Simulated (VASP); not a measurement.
Runs of VASP 6.6.1 on Sb. The structure is that of space group Fm-3m (No. 225), or close to it. The cells are those of the table. 

```csv
task,cell,k mesh,cutoff (eV),gap on the mesh (eV),pressure (GPa)
single point,"a = 3.440 Å, angles 60.0°, 1 atom",13 × 13 × 13,520,none,-6.0
single point,"a = 3.313 Å, angles 60.0°, 1 atom",19 × 19 × 19,520,none,0.2
single point,"a = 3.399 Å, angles 60.0°, 1 atom",13 × 13 × 13,520,none,(a)
single point,"a = 3.268 Å, angles 60.0°, 1 atom",13 × 13 × 13,520,none,3.3
single point,"a = 3.356 Å, angles 60.0°, 1 atom",13 × 13 × 13,520,none,(b)
single point,"a = 3.313 Å, angles 60.0°, 1 atom",13 × 13 × 13,520,none,0.2
relaxation of cell and atoms,"relaxed from a = 3.375 Å, angles 60.0°, 1 atom",11 × 11 × 11,600,none,0.0
single point,"a = 3.175 Å, angles 60.0°, 1 atom",13 × 13 × 13,520,none,12.3
```

Alike in all rows: level LDA; potentials or basis VASP PAW LDA potentials, release 64 (Sb); no spin polarisation; smearing fermi-dirac 0.1 eV.

Problem. Estimate the missing entries.

Solution. (a) -4.4; (b) -2.4.

Caveats: spin-orbit coupling is left out, which moves the levels of the heavy elements.

A k mesh can miss the band edges, and the runs leave out spin-orbit coupling on Sb.

A gap of «none» marks levels without a gap at the run's occupations.
